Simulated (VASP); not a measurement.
# Ge (Fd-3m) in VASP: a series of runs

Ge is run at these levels: LDA; tasks: single point.

All numbers are computed with VASP 6.6.1; they aren't measurements. Logs are shortened: lines on timing, memory, paths and dates and some standing lists are left out, and cuts for length are marked.

## Step 1: The cell of the first run

The structure is cubic, space group Fd-3m (No. 227). The conventional cell has a = 5.630 Å, b = 5.630 Å, c = 5.630 Å, α = 90.00°, β = 90.00°, γ = 90.00°. Within 3.2 Å of Ge (site symmetry -43m) lie 4 Ge at 2.44 Å.

## Step 2: Single point, LDA

The input, INCAR:

```
ALGO     = Normal         # electronic algorithm
EDIFF    = 1E-6           # SCF threshold, eV
ENCUT    = 520            # plane-wave cutoff, eV
ISIF     = 2              # what is computed and relaxed
ISMEAR   = 0              # smearing method
LASPH    = T              # aspherical terms in the spheres
LCHARG   = F              # write CHGCAR
LREAL    = F              # projectors in reciprocal space
LWAVE    = F              # write WAVECAR
NBANDS   = 21             # bands
NELM     = 100            # most SCF steps
PREC     = Accurate       # precision mode
SIGMA    = 0.3            # smearing width, eV
```

The input, KPOINTS:

```
k-points
0
Gamma
  10 10 10
```

The input, POSCAR:

```
Ge
1.0
    0.0000000000      2.8147752533      2.8147752533
    2.8147752533      0.0000000000      2.8147752533
    2.8147752533      2.8147752533      0.0000000000
Ge
2
Direct
    0.5000000000      0.5000000000      0.5000000000
    0.7500000000      0.7500000000      0.7500000000
```

Potentials or basis: VASP PAW LDA potentials, release 64 (Ge_d).

Launch:

```bash
cat potpaw_LDA.64/Ge_d/POTCAR > POTCAR
mpirun -np 1 vasp_std > vasp.out
```

OUTCAR:

```text
EDIFF = 1E-6
   ENCUT = 520
   ISIF = 2
   ISMEAR = 0
   LASPH = T
   LREAL = F
   NELM = 100
   PREC = Accurate

 ion  position               nearest neighbor table
   1  0.500  0.500  0.500-   2 2.44   2 2.44   2 2.44   2 2.44
   2  0.750  0.750  0.750-   1 2.44   1 2.44   1 2.44   1 2.44

  LATTYP: Found a face centered cubic cell.
 ALAT       =     5.6295505066

  Lattice vectors:

 A1 = (   0.0000000000,   2.8147752533,   2.8147752533)
 A2 = (   2.8147752533,   0.0000000000,   2.8147752533)
 A3 = (   2.8147752533,   2.8147752533,   0.0000000000)

Analysis of symmetry for initial positions (statically):
=====================================================================
 Subroutine PRICEL returns:
 Original cell was already a primitive cell.

 Routine SETGRP: Setting up the symmetry group for a
 face centered cubic supercell.

 Subroutine GETGRP returns: Found 48 space group operations
 (whereof 24 operations were pure point group operations)
 out of a pool of 48 trial point group operations.

The static configuration has the point symmetry T_d .
 The point group associated with its full space group is O_h .

Analysis of symmetry for dynamics (positions and initial velocities):
=====================================================================
 Subroutine PRICEL returns:
 Original cell was already a primitive cell.

 Routine SETGRP: Setting up the symmetry group for a
 face centered cubic supercell.

 Subroutine GETGRP returns: Found 48 space group operations
 (whereof 24 operations were pure point group operations)
 out of a pool of 48 trial point group operations.

The dynamic configuration has the point symmetry T_d .
 The point group associated with its full space group is O_h .

 Subroutine INISYM returns: Found 48 space group operations
 (whereof 24 operations are pure point group operations),
 and found     1 'primitive' translations

----------------------------------------------------------------------------------------

                                     Primitive cell

  volume of cell :      44.6027

  direct lattice vectors                    reciprocal lattice vectors
     0.000000000  2.814775253  2.814775253    -0.177634076  0.177634076  0.177634076
     2.814775253  0.000000000  2.814775253     0.177634076 -0.177634076  0.177634076
     2.814775253  2.814775253  0.000000000     0.177634076  0.177634076 -0.177634076

  length of vectors
     3.980693338  3.980693338  3.980693338     0.307671244  0.307671244  0.307671244

  position of ions in fractional coordinates (direct lattice)
     0.500000000  0.500000000  0.500000000
     0.750000000  0.750000000  0.750000000

  ion indices of the primitive-cell ions
   primitive index   ion index
                 1           1
                 2           2

----------------------------------------------------------------------------------------

 KPOINTS: k-points

Automatic generation of k-mesh.
 Grid dimensions read from file:
 generate k-points for:   10   10   10

 Generating k-lattice:

  Cartesian coordinates                     Fractional coordinates (reciprocal lattice)
    -0.017763408  0.017763408  0.017763408     0.100000000  0.000000000  0.000000000
     0.017763408 -0.017763408  0.017763408     0.000000000  0.100000000  0.000000000
     0.017763408  0.017763408 -0.017763408     0.000000000  0.000000000  0.100000000

  Length of vectors
     0.030767124  0.030767124  0.030767124

  Shift w.r.t. Gamma in fractional coordinates (k-lattice)
     0.000000000  0.000000000  0.000000000

 Subroutine IBZKPT returns following result:
 ===========================================

 Found     47 irreducible k-points:

 Following reciprocal coordinates:
            Coordinates               Weight
  0.000000  0.000000  0.000000      1.000000
  0.100000  0.000000  0.000000      8.000000
  0.200000  0.000000  0.000000      8.000000
  0.300000  0.000000  0.000000      8.000000
  0.400000  0.000000  0.000000      8.000000
  0.500000  0.000000  0.000000      4.000000
[... 16 lines left out ...]
  0.300000  0.300000  0.000000      6.000000
  0.400000  0.300000  0.000000     24.000000
 [... further k-points ...]
   k-points           NKPTS =     47   k-points in BZ     NKDIM =     47   number of bands    NBANDS=     21
   number of dos      NEDOS =    301   number of ions     NIONS =      2
   total plane-waves  NPLWV =  27000
   dimension x,y,z NGX =    30 NGY =   30 NGZ =   30
   dimension x,y,z NGXF=    60 NGYF=   60 NGZF=   60
   ions per type =               2
   NGX,Y,Z   is equivalent  to a cutoff of  12.53, 12.53, 12.53 a.u.
   NGXF,Y,Z  is equivalent  to a cutoff of  25.06, 25.06, 25.06 a.u.
 SYSTEM =  unknown system
   PREC   = accura    normal or accurate (medium, high low for compatibility)
   ISTART =      0    job   : 0-new  1-cont  2-samecut
   ICHARG =      2    charge: 1-file 2-atom 10-const
   ISPIN  =      1    spin polarized calculation?
   LNONCOLLINEAR =      F non collinear calculations
   LSORBIT =      F    spin-orbit coupling
   LASPH  =      T    aspherical Exc in radial PAW
   ENCUT  =  520.0 eV  38.22 Ry    6.18 a.u.   7.40  7.40  7.40*2*pi/ulx,y,z
   NELM   =    100;   NELMIN=  2; NELMDL= -5     # of ELM steps
   EDIFF  = 0.1E-05   stopping-criterion for ELM
   LREAL  =      F    real-space projection
   EDIFFG = 0.1E-04   stopping-criterion for IOM
   NSW    =      0    number of steps for IOM
   IBRION =     -1    ionic relax: 0-MD 1-quasi-New 2-CG
   NFREE  =      0    steps in history (QN), initial steepest desc. (CG)
   ISIF   =      2    stress and relaxation
   ISYM   =      2    0-nonsym 1-usesym 2-fastsym
   POTIM  = 0.5000    time-step for ionic-motion
   TEBEG  =    0.0;   TEEND  =   0.0 temperature during run
   PSTRESS=    0.0 pullay stress
   NELECT =      28.0000    total number of electrons
   NUPDOWN=      -1.0000    fix difference up-down
   EMIN   =  10.00;   EMAX   =-10.00  energy-range for DOS
   EFERMI =   0.00;   METHOD = LEGACY
   ISMEAR =     0;   SIGMA  =   0.30  broadening in eV -4-tet -1-fermi 0-gaus
   EFERMI_NEDOS =   21; number of points for ismear=-14 and -15
   IALGO  =     38    algorithm
   IMIX   =      4    mixing-type and parameters
     AMIX     =   0.40;   BMIX     =  1.00
     AMIX_MAG =   1.60;   BMIX_MAG =  1.00
  volume/ion in A,a.u.               =      22.30       150.50
  Fermi-wavevector in a.u.,A,eV,Ry     =   1.401760  2.648943 26.734526  1.964932
  Thomas-Fermi vector in A             =   2.524590
   LORBIT       =      0    0 simple, 1 ext, 2 COOP (PROOUT), +10 PAW based schemes
   GGA     = CA    functional components
   LHFCALC =     F    Hartree Fock is set to
   AEXX    =    0.0000 exact exchange contribution
   IVDW    =     0    specifies the selected vdW correction
   LEPSILON=     F    determine dielectric tensor
   LRPA    =     F    only Hartree local field effects (RPA)
 non-spin polarized calculation
 Gauss-broadening in eV      SIGMA  =   0.30
  energy-cutoff  :      520.00
  volume of cell :       44.60
 maximum number of plane-waves:      1243
 NGX is ok and might be reduce to    30
   NGX = 15   NGY = 15   NGZ = 15

 number of electron      28.0000032 magnetization

 Free energy of the ion-electron system (eV)
  ---------------------------------------------------
  ext. energy  EPLUGINS =         0.00000000
  ---------------------------------------------------
  free energy    TOTEN  =       -10.39059459 eV

  energy without entropy =      -10.38576226  energy(sigma->0) =      -10.38817842

 E-fermi :   4.9032     XC(G=0): -10.3597

 val. band max:        4.8698034449   @ k =   0.0000   0.0000   0.0000
 cond. band min:       4.9824615114   @ k =   0.5000   0.0000   0.0000
 fundamental gap:      0.1126580665
 Fermi energy:         4.9031696098

 k-point     1 :       0.0000    0.0000    0.0000
  band No.  band energies     occupation
      1     -20.0911      2.00000
      2     -20.0911      2.00000
      3     -20.0911      2.00000
      4     -20.0532      2.00000
      5     -20.0532      2.00000
      6     -19.8343      2.00000
[... 13 lines left out ...]
     20      14.4616      0.00000
     21      14.4616      0.00000

 k-point     2 :       0.1000    0.0000    0.0000
  band No.  band energies     occupation
      1     -20.0971      2.00000
      2     -20.0971      2.00000
      3     -20.0894      2.00000
      4     -20.0449      2.00000
      5     -20.0449      2.00000
      6     -19.8432      2.00000
[... 13 lines left out ...]
     20      13.6884      0.00000
     21      13.6884      0.00000

 k-point     3 :       0.2000    0.0000    0.0000
  band No.  band energies     occupation
      1     -20.1063      2.00000
      2     -20.1063      2.00000
      3     -20.0849      2.00000
      4     -20.0301      2.00000
      5     -20.0301      2.00000
      6     -19.8556      2.00000
[... 13 lines left out ...]
     20      13.1648      0.00000
     21      13.1648      0.00000

 k-point     4 :       0.3000    0.0000    0.0000
  band No.  band energies     occupation
      1     -20.1127      2.00000
      2     -20.1127      2.00000
      3     -20.0793      2.00000
      4     -20.0180      2.00000
      5     -20.0180      2.00000
      6     -19.8644      2.00000
[... 13 lines left out ...]
     20      13.5437      0.00000
     21      13.5437      0.00000

 k-point     5 :       0.4000    0.0000    0.0000
  band No.  band energies     occupation
      1     -20.1157      2.00000
      2     -20.1157      2.00000
      3     -20.0746      2.00000
      4     -20.0114      2.00000
      5     -20.0114      2.00000
      6     -19.8686      2.00000
[... 13 lines left out ...]
     20      14.7902      0.00000
     21      14.7902      0.00000
[... 382 lines left out ...]
     20      14.1706      0.00000
     21      16.2245      0.00000

 k-point    22 :      -0.2000    0.2000    0.0000
  band No.  band energies     occupation
      1     -20.1218      2.00000
      2     -20.1213      2.00000
      3     -20.0629      2.00000
      4     -20.0194      2.00000
      5     -19.9951      2.00000
      6     -19.8904      2.00000
[... 13 lines left out ...]
     20      14.6551      0.00000
     21      15.2845      0.00000

 k-point    23 :       0.3000    0.3000    0.0000
  band No.  band energies     occupation
      1     -20.1153      2.00000
      2     -20.1153      2.00000
      3     -20.0918      2.00000
      4     -20.0031      2.00000
      5     -19.9598      2.00000
      6     -19.9485      2.00000
[... 13 lines left out ...]
     20      15.9972      0.00000
     21      16.0072      0.00000

 k-point    24 :       0.4000    0.3000    0.0000
  band No.  band energies     occupation
      1     -20.1260      2.00000
      2     -20.1200      2.00000
      3     -20.0746      2.00000
      4     -19.9873      2.00000
      5     -19.9668      2.00000
      6     -19.9419      2.00000
[... 13 lines left out ...]
     20      16.4696      0.00000
     21      16.7415      0.00000

 [... further k-points ...]

------------------------ aborting loop because EDIFF is reached ----------------------------------------

  FORCE on cell =-STRESS in cart. coord.  units (eV):
  Direction    XX          YY          ZZ          XY          YZ          ZX
  --------------------------------------------------------------------------------------
  -------------------------------------------------------------------------------------
  Total       -0.0020272     -0.0020272     -0.0020272      0.0000000      0.0000000      0.0000000
  in kB       -0.0728182     -0.0728182     -0.0728182      0.0000000      0.0000000      0.0000000
  external PRESSURE =      -0.0728182 kB  Pullay stress =       0.0000000 kB

 VOLUME and BASIS-vectors are now :
 -----------------------------------------------------------------------------
  energy-cutoff  :      520.00
  volume of cell :       44.60
      direct lattice vectors                 reciprocal lattice vectors
     0.000000000  2.814775253  2.814775253    -0.177634076  0.177634076  0.177634076
     2.814775253  0.000000000  2.814775253     0.177634076 -0.177634076  0.177634076
     2.814775253  2.814775253  0.000000000     0.177634076  0.177634076 -0.177634076

 POSITION                                       TOTAL-FORCE (eV/Angst)
 -----------------------------------------------------------------------------------
      2.81478      2.81478      2.81478        -0.000000     -0.000000     -0.000000
      4.22216      4.22216      4.22216         0.000000      0.000000      0.000000
 -----------------------------------------------------------------------------------
    total drift:                                0.000000     -0.000000     -0.000000

  FREE ENERGIE OF THE ION-ELECTRON SYSTEM (eV)
  ---------------------------------------------------
  free  energy   TOTEN  =       -10.3905945890 eV

  energy  without entropy=      -10.3857622596  energy(sigma->0) =      -10.38817842
```

It took 21 s on 1 thread of Intel Xeon 6975P-C (Granite Rapids), shared host; peak memory 0.16 GiB.

Results:

```yaml
Free_energy: -10.3906 eV
Pressure: 0.0 GPa
Band_gap_on_the_k_mesh: zero (filled and empty bands touch)
```

Caveat: so wide a smearing shifts energies and pressures; semilocal functionals underestimate gaps, and a narrow one can read as zero.

(Part 1 of 2 ends here.)

The gap in the log of VASP goes by the Fermi energy; the results here count the filled bands.